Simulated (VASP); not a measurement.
Input of a VASP 6.6.1 run:

File INCAR:

```
PREC = Accurate ; ENCUT = 520
EDIFF = 1E-7 ; ISMEAR = 0
SIGMA = 0.1 ; LREAL = F
LASPH = T ; NELM = 80
ALGO = Normal ; ISIF = 2
LWAVE = F ; LCHARG = F
GGA = PE ; NBANDS = 12
```

KPOINTS

```
regular mesh
0
Gamma
  12 12 8
```

Contents of POSCAR:

```
Sb
1.0
    3.3243272371      0.0000000000      0.0000000000
   -1.6621636186      2.9469328438      0.0583527948
    0.0000000000      0.1066000000      5.2810706000
Sb
2
Direct
    0.3425704092      0.6851408184      0.2658029997
    0.6574295908      0.3148591816      0.7341970003
```

Potentials or basis: VASP PAW PBE potentials, release 64 (Sb).

Command:

```console
$ cat potpaw_PBE.64/Sb/POTCAR > POTCAR
$ mpirun -np 1 vasp_std > vasp.out
```

(1) Predict the largest force.

(2) Predict the pressure.

Answers

(1) 0.313 eV/Å.

(2) 4.6 GPa.

Caveat: the cell differs from its parent crystal (strained and its atoms moved).
